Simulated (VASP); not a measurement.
# TiSi (Pnma) in VASP: further runs

The runs below take TiSi through single point, with r2SCAN.

All numbers are computed with VASP 6.6.1; they aren't measurements. Logs are shortened: lines on timing, memory, paths and dates and some standing lists are left out, and cuts for length are marked.

## (1) The cell of the first run

The structure is orthorhombic, space group Pnma (No. 62). The conventional cell has a = 6.307 Å, b = 3.526 Å, c = 5.138 Å, α = 90.00°, β = 90.00°, γ = 90.00°. Ti (site symmetry m) has 7 Si at 2.50 to 2.78 Å and 10 Ti at 3.13 to 3.53 Å within 3.6 Å. Within 3.1 Å of Si (site symmetry m) lie 2 Si at 2.37 Å and 7 Ti at 2.50 to 2.78 Å.

## (2) Single point, r2SCAN (strain -0.030 along x and y, +0.030 along z)

The input, POSCAR:

```
TiSi
1.0
    6.3065969572      0.0000000000      0.0000000000
    0.0000000000      3.5264123009      0.0000000000
    0.0000000000      0.0000000000      5.1378338921
Ti Si
4 4
Direct
    0.6759929500      0.2500000000      0.3713850054
    0.3240070500      0.7500000000      0.6286149946
    0.8240070500      0.7500000000      0.8713850054
    0.1759929500      0.2500000000      0.1286149946
    0.5438874468      0.2500000000      0.8553463000
    0.4561125532      0.7500000000      0.1446537000
    0.9561125532      0.7500000000      0.3553463000
    0.0438874468      0.2500000000      0.6446537000
```

The input, INCAR.step1:

```
SYSTEM = TiSi
ALGO = Normal ; EDIFF = 1E-4
ENCUT = 520 ; GGA = PE
ISMEAR = 0 ; LASPH = .TRUE.
LCHARG = .FALSE. ; LREAL = .FALSE.
LWAVE = .TRUE. ; NBANDS = 42
NELM = 80 ; PREC = Accurate
SIGMA = 0.15
```

The input, INCAR.step2:

```
SYSTEM = TiSi
ALGO = Normal ; EDIFF = 1E-6
ENCUT = 520 ; ISIF = 2
ISMEAR = 0 ; ISTART = 1
LASPH = .TRUE. ; LCHARG = .FALSE.
LMIXTAU = .TRUE. ; LREAL = .FALSE.
LWAVE = .FALSE. ; METAGGA = R2SCAN
NBANDS = 42 ; NELM = 80
PREC = Accurate ; SIGMA = 0.15
```

The input, KPOINTS:

```
k-points
0
G
  6 12 8
  0 0 0
```

Potentials or basis: VASP PAW PBE potentials, release 64 (Ti_sv, Si).

The run is started by

```bash
$ cat potpaw_PBE.64/Ti_sv/POTCAR potpaw_PBE.64/Si/POTCAR > POTCAR
$ cp INCAR.step1 INCAR
$ mpirun -np 1 vasp_std > vasp.out
$ cp INCAR.step2 INCAR
$ mpirun -np 1 vasp_std > vasp.out
```

OUTCAR:

```text
SYSTEM = TiSi
   EDIFF = 1E-6
   ENCUT = 520
   ISIF = 2
   ISMEAR = 0
   ISTART = 1
   LASPH = .TRUE.
   LREAL = .FALSE.
   METAGGA = R2SCAN
   NELM = 80
   PREC = Accurate

 ion  position               nearest neighbor table
   1  0.676  0.250  0.371-   7 2.50   7 2.50   6 2.53   6 2.53   5 2.62   8 2.71   5 2.78
   2  0.324  0.750  0.629-   8 2.50   8 2.50   5 2.53   5 2.53   6 2.62   7 2.71   6 2.78
   3  0.824  0.750  0.871-   5 2.50   5 2.50   8 2.53   8 2.53   7 2.62   6 2.71   7 2.78
   4  0.176  0.250  0.129-   6 2.50   6 2.50   7 2.53   7 2.53   8 2.62   5 2.71   8 2.78
   5  0.544  0.250  0.855-   6 2.37   6 2.37   3 2.50   3 2.50   2 2.53   2 2.53   1 2.62   4 2.71
                             1 2.78
   6  0.456  0.750  0.145-   5 2.37   5 2.37   4 2.50   4 2.50   1 2.53   1 2.53   2 2.62   3 2.71
                             2 2.78
   7  0.956  0.750  0.355-   8 2.37   8 2.37   1 2.50   1 2.50   4 2.53   4 2.53   3 2.62   2 2.71
                             3 2.78
   8  0.044  0.250  0.645-   7 2.37   7 2.37   2 2.50   2 2.50   3 2.53   3 2.53   4 2.62   1 2.71
                             4 2.78

  LATTYP: Found a simple orthorhombic cell.
 ALAT       =     3.5264123009
 B/A-ratio  =     1.4569577955
 C/A-ratio  =     1.7883889968

  Lattice vectors:

 A1 = (   0.0000000000,   3.5264123009,   0.0000000000)
 A2 = (   0.0000000000,   0.0000000000,   5.1378338921)
 A3 = (   6.3065969572,   0.0000000000,   0.0000000000)

Analysis of symmetry for initial positions (statically):
=====================================================================
 Subroutine PRICEL returns:
 Original cell was already a primitive cell.

 Routine SETGRP: Setting up the symmetry group for a
 simple orthorhombic supercell.

 Subroutine GETGRP returns: Found  8 space group operations
 (whereof  2 operations were pure point group operations)
 out of a pool of  8 trial point group operations.

The static configuration has the point symmetry S_2 .
 The point group associated with its full space group is D_2h.

Analysis of symmetry for dynamics (positions and initial velocities):
=====================================================================
 Subroutine PRICEL returns:
 Original cell was already a primitive cell.

 Routine SETGRP: Setting up the symmetry group for a
 simple orthorhombic supercell.

 Subroutine GETGRP returns: Found  8 space group operations
 (whereof  2 operations were pure point group operations)
 out of a pool of  8 trial point group operations.

The dynamic configuration has the point symmetry S_2 .
 The point group associated with its full space group is D_2h.

 Subroutine INISYM returns: Found  8 space group operations
 (whereof  2 operations are pure point group operations),
[... 112 lines left out ...]
   IBRION =     -1    ionic relax: 0-MD 1-quasi-New 2-CG
   NFREE  =      0    steps in history (QN), initial steepest desc. (CG)
   ISIF   =      2    stress and relaxation
   ISYM   =      2    0-nonsym 1-usesym 2-fastsym
   POTIM  = 0.5000    time-step for ionic-motion
   TEBEG  =    0.0;   TEEND  =   0.0 temperature during run
   PSTRESS=    0.0 pullay stress
   NELECT =      64.0000    total number of electrons
   NUPDOWN=      -1.0000    fix difference up-down
   EMIN   =  10.00;   EMAX   =-10.00  energy-range for DOS
   EFERMI =   0.00;   METHOD = LEGACY
   ISMEAR =     0;   SIGMA  =   0.15  broadening in eV -4-tet -1-fermi 0-gaus
   EFERMI_NEDOS =   21; number of points for ismear=-14 and -15
   IALGO  =     38    algorithm
   IMIX   =      4    mixing-type and parameters
     AMIX     =   0.40;   BMIX     =  1.00
     AMIX_MAG =   1.60;   BMIX_MAG =  1.00
  volume/ion in A,a.u.               =      14.28        96.39
  Fermi-wavevector in a.u.,A,eV,Ry     =   1.349477  2.550141 24.777401  1.821088
  Thomas-Fermi vector in A             =   2.477060
   LORBIT       =      0    0 simple, 1 ext, 2 COOP (PROOUT), +10 PAW based schemes
   METAGGA = R2SCAN    functional components
   LHFCALC =     F    Hartree Fock is set to
   AEXX    =    0.0000 exact exchange contribution
   IVDW    =     0    specifies the selected vdW correction
   LEPSILON=     F    determine dielectric tensor
   LRPA    =     F    only Hartree local field effects (RPA)
 non-spin polarized calculation
 Gauss-broadening in eV      SIGMA  =   0.15
  energy-cutoff  :      520.00
  volume of cell :      114.26
 maximum number of plane-waves:      3111
 NGX is ok and might be reduce to    48
   NGX = 23   NGY = 13   NGZ = 19

 number of electron      63.9999988 magnetization

 Free energy of the ion-electron system (eV)
  ---------------------------------------------------
  ext. energy  EPLUGINS =         0.00000000
  ---------------------------------------------------
  free energy    TOTEN  =       -92.98530752 eV

  energy without entropy =      -92.95774167  energy(sigma->0) =      -92.97152459

 E-fermi :  10.2352     XC(G=0): -12.6549

 val. band max:       10.2105129307   @ k =   0.0000   0.0833   0.3750
 cond. band min:      10.2523111854   @ k =   0.1667   0.0000   0.1250
 fundamental gap:      0.0417982547
 Fermi energy:        10.2351852908

 k-point     1 :       0.0000    0.0000    0.0000
  band No.  band energies     occupation
      1     -48.8458      2.00000
      2     -48.8196      2.00000
      3     -48.8143      2.00000
      4     -48.8032      2.00000
      5     -24.2235      2.00000
      6     -24.2186      2.00000
[... 1069 lines left out ...]
     41      13.2568      0.00000
     42      13.2569      0.00000

 [... further k-points ...]
[... 5 lines left out ...]
  --------------------------------------------------------------------------------------
  -------------------------------------------------------------------------------------
  Total        8.0651013      8.4806446     -4.0356738      0.0000000      0.0000000      0.0000000
  in kB      113.0868702    118.9135168    -56.5872279      0.0000000      0.0000000      0.0000000
  external PRESSURE =      58.4710530 kB  Pullay stress =       0.0000000 kB

 VOLUME and BASIS-vectors are now :
 -----------------------------------------------------------------------------
  energy-cutoff  :      520.00
  volume of cell :      114.26
      direct lattice vectors                 reciprocal lattice vectors
     6.306596957  0.000000000  0.000000000     0.158564121  0.000000000  0.000000000
     0.000000000  3.526412301  0.000000000     0.000000000  0.283574328  0.000000000
     0.000000000  0.000000000  5.137833892     0.000000000  0.000000000  0.194634552

 POSITION                                       TOTAL-FORCE (eV/Angst)
 -----------------------------------------------------------------------------------
      4.26322      0.88160      1.90811        -0.448157     -0.000000      0.162032
      2.04338      2.64481      3.22972         0.448157     -0.000000     -0.162032
      5.19668      2.64481      4.47703         0.448157      0.000000      0.162032
      1.10992      0.88160      0.66080        -0.448157      0.000000     -0.162032
      3.43008      0.88160      4.39463        -0.056999     -0.000000     -0.016425
      2.87652      2.64481      0.74321         0.056999     -0.000000      0.016425
      6.02982      2.64481      1.82571         0.056999     -0.000000     -0.016425
      0.27678      0.88160      3.31212        -0.056999     -0.000000      0.016425
 -----------------------------------------------------------------------------------
    total drift:                               -0.000000      0.000000      0.000000

  FREE ENERGIE OF THE ION-ELECTRON SYSTEM (eV)
  ---------------------------------------------------
  free  energy   TOTEN  =       -92.9853075193 eV

  energy  without entropy=      -92.9577416683  energy(sigma->0) =      -92.97152459
```

It took 48 min on 1 thread of Oxide Virtual Turin-like, shared host; peak memory 0.55 GiB.

Results:

* Free energy: -92.9853 eV
* Pressure: 5.8 GPa
* Largest force: 0.477 eV/Å
* Band gap on the k mesh: zero (bands 32 and 33 overlap by 0.33 eV)

Forces in eV/Å, atoms in the order of the input:
```
Ti  -0.448  0.000  0.162
Ti   0.448  0.000 -0.162
Ti   0.448  0.000  0.162
Ti  -0.448  0.000 -0.162
Si  -0.057  0.000 -0.016
Si   0.057  0.000  0.016
Si   0.057  0.000 -0.016
Si  -0.057  0.000  0.016
```

Stress tensor (GPa, compression positive):
```
11.31  0.00  0.00
 0.00 11.89  0.00
 0.00  0.00 -5.66
```

Caveat: the cell differs from its parent crystal (strain -0.030 along x and y, +0.030 along z); the cell stands under pressure; the PAW data sets were made with another functional, which shifts forces and pressure a little.

## (3) Single point, r2SCAN (strain -0.030 along x and y, +0.015 along z)

Edit POSCAR of step 2 so:

```diff
@@ -4,3 +4,3 @@
     0.0000000000      3.5264123009      0.0000000000
-    0.0000000000      0.0000000000      5.1378338921
+    0.0000000000      0.0000000000      5.0630110685
 Ti Si
```

The input, INCAR.step1:

```
PREC = Accurate
ENCUT = 520
ISMEAR = 0
SIGMA = 0.15
LREAL = F
LASPH = T
NELM = 60
NBANDS = 42
GGA = PE
ALGO = Normal
EDIFF = 1E-4
LWAVE = T
LCHARG = F
```

The input, INCAR.step2:

```
PREC = Accurate
ENCUT = 520
EDIFF = 1E-6
ISMEAR = 0
SIGMA = 0.15
LREAL = F
LASPH = T
NELM = 60
ALGO = Normal
ISIF = 2
LWAVE = F
LCHARG = F
METAGGA = R2SCAN
LMIXTAU = T
NBANDS = 42
ISTART = 1
```

The input, KPOINTS:

```
regular mesh
0
Gamma
  6 12 8
```

Potentials or basis: VASP PAW PBE potentials, release 64 (Ti_sv, Si).

The run is started by

```bash
$ cat potpaw_PBE.64/Ti_sv/POTCAR potpaw_PBE.64/Si/POTCAR > POTCAR
$ cp INCAR.step1 INCAR
$ mpirun -np 1 vasp_std > vasp.out
$ cp INCAR.step2 INCAR
$ mpirun -np 1 vasp_std > vasp.out
```

It took 78 min on 1 thread of Oxide Virtual Turin-like, shared host; peak memory 0.55 GiB.

The run converged. Its results:

* Free energy: -93.0181 eV
* Pressure: 8.4 GPa
* Largest force: 0.392 eV/Å
* Band gap on the k mesh: zero (bands 32 and 33 overlap by 0.36 eV)

Forces on the atoms (eV/Å):
```
Ti  -0.367  0.000  0.137
Ti   0.367  0.000 -0.137
Ti   0.367  0.000  0.137
Ti  -0.367  0.000 -0.137
Si  -0.030  0.000 -0.040
Si   0.030  0.000  0.040
Si   0.030  0.000 -0.040
Si  -0.030  0.000  0.040
```

Stress tensor (GPa, compression positive):
```
12.47  0.00  0.00
 0.00 13.36  0.00
 0.00  0.00 -0.72
```

Levels at points of the mesh, in eV from the Fermi level:
| k point | band 29 | band 30 | band 31 | band 32 | band 33 | band 34 | band 35 | band 36 |
| --- | --- | --- | --- | --- | --- | --- | --- | --- |
| (0.00, 0.00, 0.00) | -0.70 | -0.60 | -0.28 | -0.12 | 0.32 | 0.79 | 0.80 | 0.82 |
| (0.50, 0.00, 0.00) | -0.80 | -0.80 | -0.58 | -0.58 | 0.58 | 0.58 | 0.74 | 0.74 |
| (0.00, 0.50, 0.00) | -1.88 | -1.88 | -1.79 | -1.79 | 1.63 | 1.63 | 1.97 | 1.97 |
| (0.50, 0.50, 0.00) | -1.91 | -1.91 | -1.91 | -1.91 | 1.97 | 1.97 | 1.97 | 1.97 |
| (0.00, 0.00, 0.50) | -1.03 | -1.03 | -0.17 | -0.17 | 0.50 | 0.50 | 0.83 | 0.83 |
| (0.50, 0.00, 0.50) | -0.98 | -0.98 | -0.69 | -0.69 | 0.43 | 0.43 | 0.85 | 0.85 |
| (0.00, 0.50, 0.50) | -0.59 | -0.59 | -0.48 | -0.48 | -0.07 | -0.07 | 0.78 | 0.78 |
| (0.50, 0.50, 0.50) | -1.55 | -1.55 | -1.55 | -1.55 | 1.49 | 1.49 | 1.49 | 1.49 |

Caveat: the cell differs from its parent crystal (strain -0.030 along x and y, +0.015 along z); the cell stands under pressure; the PAW data sets were made with another functional, which shifts forces and pressure a little.

## (4) Single point, r2SCAN (strain +0.000 along x and y, +0.030 along z)

Edit POSCAR of step 3 so:

```diff
@@ -2,5 +2,5 @@
 1.0
-    6.3065969572      0.0000000000      0.0000000000
-    0.0000000000      3.5264123009      0.0000000000
-    0.0000000000      0.0000000000      5.0630110685
+    6.5016463476      0.0000000000      0.0000000000
+    0.0000000000      3.6354765989      0.0000000000
+    0.0000000000      0.0000000000      5.1378338921
 Ti Si
```

Edit INCAR.step1 of step 3 so:

```diff
@@ -6,3 +6,3 @@
 LASPH = T
-NELM = 60
+NELM = 100
 NBANDS = 42
```

The input, INCAR.step2:

```
PREC = Accurate
ENCUT = 520
EDIFF = 1E-6
ISMEAR = 0
SIGMA = 0.15
LREAL = F
LASPH = T
NELM = 100
ALGO = Normal
ISIF = 2
LWAVE = F
LCHARG = T
METAGGA = R2SCAN
LMIXTAU = T
LELF = T
LVHAR = T
NBANDS = 42
ISTART = 1
```

The input, KPOINTS:

```
Automatic mesh
0
Gamma
  6 12 8
```

The run is started by

```bash
$ cat potpaw_PBE.64/Ti_sv/POTCAR potpaw_PBE.64/Si/POTCAR > POTCAR
$ cp INCAR.step1 INCAR
$ mpirun -np 1 vasp_std > vasp.out
$ cp INCAR.step2 INCAR
$ mpirun -np 1 vasp_std > vasp.out
```

Run time: 37 min. Hardware: 1 thread of Oxide Virtual Turin-like, shared host; peak memory 0.58 GiB.

It converged, with:

```yaml
Free_energy: -93.1998 eV
Pressure: -4.0 GPa
Largest_force: 0.180 eV/Å
Band_gap_on_the_k_mesh: zero (bands 32 and 33 overlap by 0.29 eV)
```

Forces in eV/Å, atoms in the order of the input:
```
Ti  -0.166  0.000  0.069
Ti   0.166  0.000 -0.069
Ti   0.166  0.000  0.069
Ti  -0.166  0.000 -0.069
Si  -0.011  0.000  0.023
Si   0.011  0.000 -0.023
Si   0.011  0.000  0.023
Si  -0.011  0.000 -0.023
```

Stress tensor (GPa, compression positive):
```
-1.19  0.00  0.00
 0.00 -1.76  0.00
 0.00  0.00 -9.05
```

Levels at points of the mesh, in eV from the Fermi level:
```
           k point  band 28  band 29  band 30  band 31  band 32  band 33  band 34  band 35  band 36  band 37
(0.00, 0.00, 0.00)    -2.17    -0.67    -0.59    -0.28    -0.09     0.34     0.67     0.68     0.73     1.06
(0.50, 0.00, 0.00)    -2.13    -0.78    -0.78    -0.48    -0.48     0.48     0.48     0.63     0.63     1.54
(0.00, 0.50, 0.00)    -2.16    -1.77    -1.77    -1.67    -1.67     1.48     1.48     1.80     1.80     1.99
(0.50, 0.50, 0.00)    -2.99    -1.79    -1.79    -1.79    -1.79     1.77     1.77     1.77     1.77     2.21
(0.00, 0.00, 0.50)    -1.31    -0.93    -0.93    -0.25    -0.25     0.44     0.44     0.78     0.78     1.50
(0.50, 0.00, 0.50)    -2.18    -0.91    -0.91    -0.69    -0.69     0.42     0.42     0.75     0.75     1.53
(0.00, 0.50, 0.50)    -2.58    -0.56    -0.56    -0.43    -0.43    -0.04    -0.04     0.72     0.72     1.96
(0.50, 0.50, 0.50)    -2.47    -1.40    -1.40    -1.40    -1.40     1.34     1.34     1.34     1.34     1.92
```

Caveat: the cell differs from its parent crystal (strain +0.000 along x and y, +0.030 along z); the cell stands under tension; the PAW data sets were made with another functional, which shifts forces and pressure a little.

## (5) The runs side by side

```tsv
cell	gap on the mesh (eV)	pressure (GPa)	largest force (eV/Å)
a = 6.307, b = 3.526, c = 5.138 Å, 8 atoms	none	5.8	0.48
a = 6.307, b = 3.526, c = 5.063 Å, 8 atoms	none	8.4	0.39
a = 6.502, b = 3.635, c = 5.138 Å, 8 atoms	none	-4.0	0.18
```

Alike in all rows: task single point; level r2SCAN; potentials or basis VASP PAW PBE potentials, release 64 (Ti_sv, Si); no spin polarisation; k mesh 6 × 12 × 8; cutoff (eV) 520; smearing gaussian 0.15 eV.

Caveats: the PAW data sets were made with another functional, which shifts forces and pressure a little; the cell stands under pressure (at least some runs); the cell stands under tension (at least some runs).

Total energies depend on the potentials used, so only differences within one code and one set of settings carry meaning.
